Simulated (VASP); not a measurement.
# Ta2SiC (P4/mmm) in VASP: density of states with PBE

Aim: the density of states of Ta2SiC with PBE.

Everything below comes from runs of VASP 6.6.1. Logs are shortened: lines on timing, memory, paths and dates and some standing lists are left out, and cuts for length are marked.

**1. The cell of the first run**

Symmetry: P4/mmm, No. 123, tetragonal system. Conventional cell: a = 2.726 Å, b = 2.726 Å, c = 9.429 Å, α = 90.00°, β = 90.00°, γ = 90.00°. Within 2.7 Å of Ta (site symmetry 4mm) lie 1 C at 2.06 Å and 1 Si at 2.66 Å. Within 3.5 Å of Si (site symmetry 4/mmm) lie 2 Ta at 2.66 Å and 4 Si at 2.73 Å. Within 2.7 Å of C (site symmetry 4/mmm) lie 2 Ta at 2.06 Å.

**2. Density of states, PBE**

Contents of POSCAR:

```
Ta2SiC
1.0
    2.7255111601      0.0000000000      0.0000000000
    0.0000000000      2.7255111601      0.0000000000
    0.0000000000      0.0000000000      9.4291220798
Ta Si C
2 1 1
Direct
    0.0000000000      0.0000000000      0.7816371409
    0.0000000000      0.0000000000      0.2183628591
    0.0000000000      0.0000000000      0.5000000000
    0.0000000000      0.0000000000      0.0000000000
```

Contents of INCAR.step1:

```
SYSTEM = Ta2SiC
PREC     = Accurate       ! precision mode
ENCUT    = 520            ! plane-wave cutoff, eV
EDIFF    = 1E-7           ! SCF threshold, eV
ISMEAR   = 0              ! smearing method
SIGMA    = 0.1            ! smearing width, eV
LREAL    = .False.        ! projectors in reciprocal space
LASPH    = .True.         ! aspherical terms in the spheres
NELM     = 100            ! most SCF steps
ALGO     = Normal         ! electronic algorithm
ISIF     = 2              ! what is computed and relaxed
LWAVE    = .False.        ! write WAVECAR
LCHARG   = .True.         ! write CHGCAR
LMAXMIX  = 4              ! l up to which the mixer works
GGA      = PE             ! functional
NBANDS   = 23             ! bands
```

Contents of KPOINTS.step1:

```
regular mesh
0
Gamma
  16 16 6
  0 0 0
```

Contents of INCAR.step2:

```
SYSTEM = Ta2SiC
PREC     = Accurate       ! precision mode
ENCUT    = 520            ! plane-wave cutoff, eV
EDIFF    = 1E-7           ! SCF threshold, eV
ISMEAR   = -5             ! smearing method
SIGMA    = 0.1            ! smearing width, eV
LREAL    = .False.        ! projectors in reciprocal space
LASPH    = .True.         ! aspherical terms in the spheres
NELM     = 100            ! most SCF steps
ALGO     = Normal         ! electronic algorithm
ISIF     = 2              ! what is computed and relaxed
LWAVE    = .False.        ! write WAVECAR
LCHARG   = .False.        ! write CHGCAR
LMAXMIX  = 4              ! l up to which the mixer works
GGA      = PE             ! functional
LORBIT   = 11             ! projections on sites
NEDOS    = 1001           ! points of the DOS
ICHARG   = 11             ! starting density
```

Contents of KPOINTS.step2:

```
regular mesh
0
Gamma
  24 24 9
  0 0 0
```

Potentials or basis: VASP PAW PBE potentials, release 64 (Ta_pv, Si, C).

Launch:

```console
$ cat potpaw_PBE.64/Ta_pv/POTCAR potpaw_PBE.64/Si/POTCAR potpaw_PBE.64/C/POTCAR > POTCAR
$ cp INCAR.step1 INCAR
$ cp KPOINTS.step1 KPOINTS
$ mpirun -np 1 vasp_std > vasp.out
$ cp INCAR.step2 INCAR
$ cp KPOINTS.step2 KPOINTS
$ mpirun -np 1 vasp_std > vasp.out
```

OUTCAR:

```text
SYSTEM = Ta2SiC
   PREC = Accurate
   ENCUT = 520
   EDIFF = 1E-7
   ISMEAR = -5
   LREAL = .False.
   LASPH = .True.
   NELM = 100
   ISIF = 2
   GGA = PE
   LORBIT = 11
   ICHARG = 11

 ion  position               nearest neighbor table
   1  0.000  0.000  0.782-   4 2.06   3 2.66
   2  0.000  0.000  0.218-   4 2.06   3 2.66
   3  0.000  0.000  0.500-   1 2.66   2 2.66
   4  0.000  0.000  0.000-   1 2.06   2 2.06

  LATTYP: Found a simple tetragonal cell.
 ALAT       =     2.7255111601
 C/A-ratio  =     3.4595793324

  Lattice vectors:

 A1 = (   2.7255111601,   0.0000000000,   0.0000000000)
 A2 = (   0.0000000000,   2.7255111601,   0.0000000000)
 A3 = (   0.0000000000,   0.0000000000,   9.4291220798)

Analysis of symmetry for initial positions (statically):
=====================================================================
 Subroutine PRICEL returns:
 Original cell was already a primitive cell.

 Routine SETGRP: Setting up the symmetry group for a
 simple tetragonal supercell.

 Subroutine GETGRP returns: Found 16 space group operations
 (whereof 16 operations were pure point group operations)
 out of a pool of 16 trial point group operations.

The static configuration has the point symmetry D_4h.

Analysis of symmetry for dynamics (positions and initial velocities):
=====================================================================
 Subroutine PRICEL returns:
 Original cell was already a primitive cell.

 Routine SETGRP: Setting up the symmetry group for a
 simple tetragonal supercell.

 Subroutine GETGRP returns: Found 16 space group operations
 (whereof 16 operations were pure point group operations)
 out of a pool of 16 trial point group operations.

The dynamic configuration has the point symmetry D_4h.

 Subroutine INISYM returns: Found 16 space group operations
 (whereof 16 operations are pure point group operations),
 and found     1 'primitive' translations

----------------------------------------------------------------------------------------

                                     Primitive cell

  volume of cell :      70.0434

  direct lattice vectors                    reciprocal lattice vectors
     2.725511160  0.000000000  0.000000000     0.366903653  0.000000000  0.000000000
     0.000000000  2.725511160  0.000000000     0.000000000  0.366903653  0.000000000
     0.000000000  0.000000000  9.429122080     0.000000000  0.000000000  0.106054412

  length of vectors
     2.725511160  2.725511160  9.429122080     0.366903653  0.366903653  0.106054412

  position of ions in fractional coordinates (direct lattice)
     0.000000000  0.000000000  0.781637141
     0.000000000  0.000000000  0.218362859
     0.000000000  0.000000000  0.500000000
     0.000000000  0.000000000  0.000000000

  ion indices of the primitive-cell ions
   primitive index   ion index
                 1           1
                 2           2
                 3           3
                 4           4

----------------------------------------------------------------------------------------

 KPOINTS: regular mesh

Automatic generation of k-mesh.
 Grid dimensions read from file:
 generate k-points for:   24   24    9

 Generating k-lattice:

  Cartesian coordinates                     Fractional coordinates (reciprocal lattice)
     0.015287652  0.000000000  0.000000000     0.041666667  0.000000000  0.000000000
     0.000000000  0.015287652  0.000000000     0.000000000  0.041666667  0.000000000
     0.000000000  0.000000000  0.011783824     0.000000000  0.000000000  0.111111111

  Length of vectors
     0.015287652  0.015287652  0.011783824

  Shift w.r.t. Gamma in fractional coordinates (k-lattice)
     0.000000000  0.000000000  0.000000000

 TETIRR: Found   7788 inequivalent tetrahedra from    31104

 Subroutine IBZKPT returns following result:
 ===========================================

 Found    455 irreducible k-points:

 Following reciprocal coordinates:
            Coordinates               Weight
  0.000000  0.000000  0.000000      1.000000
  0.041667  0.000000  0.000000      4.000000
  0.083333  0.000000  0.000000      4.000000
  0.125000  0.000000  0.000000      4.000000
  0.166667  0.000000  0.000000      4.000000
  0.208333  0.000000  0.000000      4.000000
[... 16 lines left out ...]
  0.416667  0.041667  0.000000      8.000000
  0.458333  0.041667  0.000000      8.000000
 [... further k-points ...]
   k-points           NKPTS =    455   k-points in BZ     NKDIM =    455   number of bands    NBANDS=     19
   number of dos      NEDOS =   1001   number of ions     NIONS =      4
   total plane-waves  NPLWV =  28000
   dimension x,y,z NGX =    20 NGY =   20 NGZ =   70
   dimension x,y,z NGXF=    40 NGYF=   40 NGZF=  140
   ions per type =               2   1   1
   NGX,Y,Z   is equivalent  to a cutoff of  12.20, 12.20, 12.34 a.u.
   NGXF,Y,Z  is equivalent  to a cutoff of  24.40, 24.40, 24.68 a.u.
 SYSTEM =  Ta2SiC
   PREC   = accura    normal or accurate (medium, high low for compatibility)
   ISTART =      0    job   : 0-new  1-cont  2-samecut
   ICHARG =     11    charge: 1-file 2-atom 10-const
   ISPIN  =      1    spin polarized calculation?
   LNONCOLLINEAR =      F non collinear calculations
   LSORBIT =      F    spin-orbit coupling
   LASPH  =      T    aspherical Exc in radial PAW
   ENCUT  =  520.0 eV  38.22 Ry    6.18 a.u.   5.07  5.07 17.53*2*pi/ulx,y,z
   NELM   =    100;   NELMIN=  2; NELMDL=  0     # of ELM steps
   EDIFF  = 0.1E-06   stopping-criterion for ELM
   LREAL  =      F    real-space projection
   EDIFFG = 0.1E-05   stopping-criterion for IOM
   NSW    =      0    number of steps for IOM
   IBRION =     -1    ionic relax: 0-MD 1-quasi-New 2-CG
   NFREE  =      0    steps in history (QN), initial steepest desc. (CG)
   ISIF   =      2    stress and relaxation
   ISYM   =      2    0-nonsym 1-usesym 2-fastsym
   POTIM  = 0.5000    time-step for ionic-motion
   TEBEG  =    0.0;   TEEND  =   0.0 temperature during run
   PSTRESS=    0.0 pullay stress
   NELECT =      30.0000    total number of electrons
   NUPDOWN=      -1.0000    fix difference up-down
   EMIN   =  10.00;   EMAX   =-10.00  energy-range for DOS
   EFERMI =   0.00;   METHOD = LEGACY
   ISMEAR =    -5;   SIGMA  =   0.10  broadening in eV -4-tet -1-fermi 0-gaus
   EFERMI_NEDOS =   21; number of points for ismear=-14 and -15
   IALGO  =     38    algorithm
   IMIX   =      4    mixing-type and parameters
     AMIX     =   0.40;   BMIX     =  1.00
     AMIX_MAG =   1.60;   BMIX_MAG =  1.00
  volume/ion in A,a.u.               =      17.51       118.17
  Fermi-wavevector in a.u.,A,eV,Ry     =   1.234031  2.331981 20.719405  1.522833
  Thomas-Fermi vector in A             =   2.368738
   LORBIT       =     11    0 simple, 1 ext, 2 COOP (PROOUT), +10 PAW based schemes
   GGA     = PE    functional components
   LHFCALC =     F    Hartree Fock is set to
   AEXX    =    0.0000 exact exchange contribution
   IVDW    =     0    specifies the selected vdW correction
   LEPSILON=     F    determine dielectric tensor
   LRPA    =     F    only Hartree local field effects (RPA)
 non-spin polarized calculation
 Fermi weights with tetrahedron method with Bloechl corrections
  energy-cutoff  :      520.00
  volume of cell :       70.04
 maximum number of plane-waves:      1922

 number of electron      30.0000009 magnetization

 Free energy of the ion-electron system (eV)
  ---------------------------------------------------
  ext. energy  EPLUGINS =         0.00000000
  ---------------------------------------------------
  free energy    TOTEN  =       -33.10395756 eV

  energy without entropy =      -33.10395756  energy(sigma->0) =      -33.10395756

 E-fermi :   4.9561     XC(G=0): -11.1404

 val. band max:        4.9864525696   @ k =   0.4583   0.1250   0.1111
 cond. band min:       4.8508021953   @ k =   0.3750   0.3750   0.0000
 fundamental gap:     -0.1356503744
 Fermi energy:         4.9560926261

 k-point     1 :       0.0000    0.0000    0.0000
  band No.  band energies     occupation
      1     -29.3434      2.00000
      2     -29.3292      2.00000
      3     -28.6291      2.00000
      4     -28.6291      2.00000
      5     -28.6282      2.00000
      6     -28.6282      2.00000
[... 11 lines left out ...]
     18       8.7229      0.00000
     19       8.7229      0.00000

 k-point     2 :       0.0417    0.0000    0.0000
  band No.  band energies     occupation
      1     -29.3410      2.00000
      2     -29.3268      2.00000
      3     -28.6516      2.00000
      4     -28.6507      2.00000
      5     -28.6273      2.00000
      6     -28.6264      2.00000
[... 11 lines left out ...]
     18       8.5927      0.00000
     19       8.7333      0.00000

 k-point     3 :       0.0833    0.0000    0.0000
  band No.  band energies     occupation
      1     -29.3337      2.00000
      2     -29.3197      2.00000
      3     -28.7172      2.00000
      4     -28.7162      2.00000
      5     -28.6218      2.00000
      6     -28.6209      2.00000
[... 11 lines left out ...]
     18       8.2427      0.00000
     19       8.7641      0.00000

 k-point     4 :       0.1250    0.0000    0.0000
  band No.  band energies     occupation
      1     -29.3222      2.00000
      2     -29.3085      2.00000
      3     -28.8202      2.00000
      4     -28.8191      2.00000
      5     -28.6131      2.00000
      6     -28.6122      2.00000
[... 407 lines left out ...]
     18       6.6521      0.00000
     19       7.7292      0.00000

 k-point    23 :       0.4167    0.0417    0.0000
  band No.  band energies     occupation
      1     -29.7671      2.00000
      2     -29.7653      2.00000
      3     -29.2040      2.00000
      4     -29.1933      2.00000
      5     -28.5474      2.00000
      6     -28.5466      2.00000
[... 11 lines left out ...]
     18       6.7153      0.00000
     19       7.5191      0.00000

 k-point    24 :       0.4583    0.0417    0.0000
  band No.  band energies     occupation
      1     -29.8235      2.00000
      2     -29.8217      2.00000
      3     -29.1965      2.00000
      4     -29.1861      2.00000
      5     -28.5418      2.00000
      6     -28.5409      2.00000
[... 11 lines left out ...]
     18       6.7583      0.00000
     19       7.3592      0.00000

 [... further k-points ...]

------------------------ aborting loop because EDIFF is reached ----------------------------------------

  FORCE on cell =-STRESS in cart. coord.  units (eV):
  Direction    XX          YY          ZZ          XY          YZ          ZX
  --------------------------------------------------------------------------------------
  -------------------------------------------------------------------------------------
  Total        0.0601299      0.0601299     -0.2580140      0.0000000      0.0000000      0.0000000
  in kB        1.3754161      1.3754161     -5.9018306      0.0000000      0.0000000      0.0000000
  external PRESSURE =      -1.0503328 kB  Pullay stress =       0.0000000 kB

 VOLUME and BASIS-vectors are now :
 -----------------------------------------------------------------------------
  energy-cutoff  :      520.00
  volume of cell :       70.04
      direct lattice vectors                 reciprocal lattice vectors
     2.725511160  0.000000000  0.000000000     0.366903653  0.000000000  0.000000000
     0.000000000  2.725511160  0.000000000     0.000000000  0.366903653  0.000000000
     0.000000000  0.000000000  9.429122080     0.000000000  0.000000000  0.106054412

 POSITION                                       TOTAL-FORCE (eV/Angst)
 -----------------------------------------------------------------------------------
      0.00000      0.00000      7.37015        -0.000000      0.000000      0.031741
      0.00000      0.00000      2.05897         0.000000      0.000000     -0.031741
      0.00000      0.00000      4.71456         0.000000      0.000000      0.000000
      0.00000      0.00000      0.00000         0.000000      0.000000      0.000000
 -----------------------------------------------------------------------------------
    total drift:                                0.000000      0.000000     -0.000000

  FREE ENERGIE OF THE ION-ELECTRON SYSTEM (eV)
  ---------------------------------------------------
  free  energy   TOTEN  =       -33.1039575556 eV

  energy  without entropy=      -33.1039575556  energy(sigma->0) =      -33.10395756

 total charge

# of ion       s       p       d       tot
------------------------------------------
    1        0.408   6.137   2.470   9.015
    2        0.408   6.137   2.470   9.015
    3        0.835   0.743   0.000   1.578
    4        0.980   1.260   0.000   2.240
--------------------------------------------------
tot          2.631  14.276   4.939  21.847
```

Run time: 6.1 min. Hardware: 1 thread of Intel Xeon 6975P-C (Granite Rapids), shared host; peak memory 0.67 GiB.

What came out:

- Valence electrons inside the program's atomic spheres: Ta 9.02; Si 1.58; C 2.24

Caveat: spin-orbit coupling is left out, which moves the levels of the heavy elements; tetrahedron occupations give inexact forces and stress in metals.
